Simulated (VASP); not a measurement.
# Os (Im-3m) in VASP: further runs

Os is run at these levels: PBE; tasks: single point, relaxation of cell and atoms.

All numbers are computed with VASP 6.6.1; they aren't measurements. Logs are shortened: lines on timing, memory, paths and dates and some standing lists are left out, and cuts for length are marked.

## (1) The cell of the first run

The structure is cubic, space group Im-3m (No. 229). The conventional cell has a = 3.092 Å, b = 3.092 Å, c = 3.092 Å, α = 90.00°, β = 90.00°, γ = 90.00°. Os (site symmetry m-3m) has 14 Os at 2.68 to 3.09 Å within 3.5 Å.

This isn't the form of Os at room conditions, which is hcp.

## (2) Single point, PBE

INCAR reads:

```
PREC = Accurate ; ENCUT = 600
EDIFF = 1E-6 ; ISMEAR = -1
SIGMA = 0.05 ; LREAL = False
LASPH = True ; NELM = 120
ALGO = Normal ; ISIF = 2
LWAVE = False ; LCHARG = True
GGA = PE ; LELF = True
LVHAR = True ; NBANDS = 10
GGA_COMPAT = False
```

KPOINTS reads:

```
Automatic mesh
0
Gamma
  19 19 19
```

POSCAR reads:

```
Os
1.0
   -1.5459096616      1.5459096616      1.5459096616
    1.5459096616     -1.5459096616      1.5459096616
    1.5459096616      1.5459096616     -1.5459096616
Os
1
Direct
    0.0000000000      0.0000000000      0.0000000000
```

Potentials or basis: VASP PAW PBE potentials, release 64 (Os).

The run is started by

```
$ cat potpaw_PBE.64/Os/POTCAR > POTCAR
$ mpirun -np 1 vasp_std > vasp.out
```

OUTCAR:

```text
PREC = Accurate
   ENCUT = 600
   EDIFF = 1E-6
   ISMEAR = -1
   LREAL = False
   LASPH = True
   NELM = 120
   ISIF = 2
   GGA = PE

 ion  position               nearest neighbor table
   1  0.000  0.000  0.000-

  LATTYP: Found a body centered cubic cell.
 ALAT       =     3.0918193232

  Lattice vectors:

 A1 = (  -1.5459096616,   1.5459096616,   1.5459096616)
 A2 = (   1.5459096616,  -1.5459096616,   1.5459096616)
 A3 = (   1.5459096616,   1.5459096616,  -1.5459096616)

Analysis of symmetry for initial positions (statically):
=====================================================================
 Subroutine PRICEL returns:
 Original cell was already a primitive cell.

 Routine SETGRP: Setting up the symmetry group for a
 body centered cubic supercell.

 Subroutine GETGRP returns: Found 48 space group operations
 (whereof 48 operations were pure point group operations)
 out of a pool of 48 trial point group operations.

The static configuration has the point symmetry O_h .

Analysis of symmetry for dynamics (positions and initial velocities):
=====================================================================
 Subroutine PRICEL returns:
 Original cell was already a primitive cell.

 Routine SETGRP: Setting up the symmetry group for a
 body centered cubic supercell.

 Subroutine GETGRP returns: Found 48 space group operations
 (whereof 48 operations were pure point group operations)
 out of a pool of 48 trial point group operations.

The dynamic configuration has the point symmetry O_h .

 Subroutine INISYM returns: Found 48 space group operations
 (whereof 48 operations are pure point group operations),
 and found     1 'primitive' translations

----------------------------------------------------------------------------------------

                                     Primitive cell

  volume of cell :      14.7779

  direct lattice vectors                    reciprocal lattice vectors
    -1.545909662  1.545909662  1.545909662     0.000000000  0.323434165  0.323434165
     1.545909662 -1.545909662  1.545909662     0.323434165  0.000000000  0.323434165
     1.545909662  1.545909662 -1.545909662     0.323434165  0.323434165  0.000000000

  length of vectors
     2.677594078  2.677594078  2.677594078     0.457404982  0.457404982  0.457404982

[... 73 lines left out ...]
   LNONCOLLINEAR =      F non collinear calculations
   LSORBIT =      F    spin-orbit coupling
   LASPH  =      T    aspherical Exc in radial PAW
   ENCUT  =  600.0 eV  44.10 Ry    6.64 a.u.   5.35  5.35  5.35*2*pi/ulx,y,z
   NELM   =    120;   NELMIN=  2; NELMDL= -5     # of ELM steps
   EDIFF  = 0.1E-05   stopping-criterion for ELM
   LREAL  =      F    real-space projection
[... 7 lines left out ...]
   TEBEG  =    0.0;   TEEND  =   0.0 temperature during run
   PSTRESS=    0.0 pullay stress
   NELECT =       8.0000    total number of electrons
   NUPDOWN=      -1.0000    fix difference up-down
   EMIN   =  10.00;   EMAX   =-10.00  energy-range for DOS
   EFERMI =   0.00;   METHOD = LEGACY
   ISMEAR =    -1;   SIGMA  =   0.05  broadening in eV -4-tet -1-fermi 0-gaus
   EFERMI_NEDOS =   21; number of points for ismear=-14 and -15
   IALGO  =     38    algorithm
   IMIX   =      4    mixing-type and parameters
     AMIX     =   0.40;   BMIX     =  1.00
     AMIX_MAG =   1.60;   BMIX_MAG =  1.00
  volume/ion in A,a.u.               =      14.78        99.73
  Fermi-wavevector in a.u.,A,eV,Ry     =   1.334240  2.521349 24.221053  1.780197
  Thomas-Fermi vector in A             =   2.463037
   LORBIT       =      0    0 simple, 1 ext, 2 COOP (PROOUT), +10 PAW based schemes
   GGA     = PE    functional components
   LHFCALC =     F    Hartree Fock is set to
   AEXX    =    0.0000 exact exchange contribution
   IVDW    =     0    specifies the selected vdW correction
   LEPSILON=     F    determine dielectric tensor
   LRPA    =     F    only Hartree local field effects (RPA)
 non-spin polarized calculation
  energy-cutoff  :      600.00
  volume of cell :       14.78
 maximum number of plane-waves:       531
 NGX is ok and might be reduce to    24
   NGX = 11   NGY = 11   NGZ = 11

 number of electron       8.0000001 magnetization

 Free energy of the ion-electron system (eV)
  ---------------------------------------------------
  ext. energy  EPLUGINS =         0.00000000
  ---------------------------------------------------
  free energy    TOTEN  =       -10.36504623 eV

  energy without entropy =      -10.35212045  energy(sigma->0) =      -10.35858334

 E-fermi :   8.9575     XC(G=0): -13.7284

 val. band max:        8.9532531937   @ k =   0.2105   0.1579   0.1053
 cond. band min:       8.9736202671   @ k =   0.1579   0.1579   0.0000
 fundamental gap:      0.0203670734
 Fermi energy:         8.9574947596

 k-point     1 :       0.0000    0.0000    0.0000
  band No.  band energies     occupation
      1      -1.7883      2.00000
      2       5.6787      2.00000
      3       5.6787      2.00000
      4       5.6787      2.00000
      5       8.8714      1.69692
      6       8.8714      1.69691
      7      25.1345      0.00000
      8      25.1345      0.00000
      9      25.1345      0.00000
     10      36.7230      0.00000
[... 287 lines left out ...]
 k-point    24 :       0.3158    0.1053    0.0000
  band No.  band energies     occupation
      1       1.7822      2.00000
      2       4.0295      2.00000
      3       5.9967      2.00000
      4       8.5297      1.99961
      5       9.4851      0.00005
      6      11.2789      0.00000
      7      20.2622      0.00000
      8      22.9259      0.00000
      9      26.8223      0.00000
     10      31.8342      0.00000

 [... further k-points ...]

------------------------ aborting loop because EDIFF is reached ----------------------------------------

  FORCE on cell =-STRESS in cart. coord.  units (eV):
  Direction    XX          YY          ZZ          XY          YZ          ZX
  --------------------------------------------------------------------------------------
  -------------------------------------------------------------------------------------
  Total        0.0167326      0.0167326      0.0167326      0.0000000      0.0000000      0.0000000
  in kB        1.8141044      1.8141044      1.8141044      0.0000000      0.0000000      0.0000000
  external PRESSURE =       1.8141044 kB  Pullay stress =       0.0000000 kB

 VOLUME and BASIS-vectors are now :
 -----------------------------------------------------------------------------
  energy-cutoff  :      600.00
  volume of cell :       14.78
      direct lattice vectors                 reciprocal lattice vectors
    -1.545909662  1.545909662  1.545909662     0.000000000  0.323434165  0.323434165
     1.545909662 -1.545909662  1.545909662     0.323434165  0.000000000  0.323434165
     1.545909662  1.545909662 -1.545909662     0.323434165  0.323434165  0.000000000

 POSITION                                       TOTAL-FORCE (eV/Angst)
 -----------------------------------------------------------------------------------
      0.00000      0.00000      0.00000        -0.000000      0.000000      0.000000
 -----------------------------------------------------------------------------------
    total drift:                               -0.000000      0.000000      0.000000

  FREE ENERGIE OF THE ION-ELECTRON SYSTEM (eV)
  ---------------------------------------------------
  free  energy   TOTEN  =       -10.3650462290 eV

  energy  without entropy=      -10.3521204529  energy(sigma->0) =      -10.35858334
```

stdout:

```text
POSCAR found type information on POSCAR Os
 POSCAR found :  1 types and       1 ions
 scaLAPACK will be used
 LDA part: xc-table for (Slater+PW92), standard interpolation
 POSCAR, INCAR and KPOINTS ok, starting setup
 FFT: planning ... GRIDC
 FFT: planning ... GRID_SOFT
 FFT: planning ... GRID
 WAVECAR not read
 entering main loop
```

Run time: 29 s. Hardware: 1 thread of Intel Xeon 8259CL, shared host; peak memory 0.18 GiB.

Results:

```
Free energy            : -10.3650 eV
Pressure               : 0.2 GPa
Band gap on the k mesh : zero (bands 4 and 5 overlap by 4.40 eV)
```

Caveat: spin-orbit coupling is left out, which moves the levels of the heavy elements.

(Continued in part 2 of 2.)
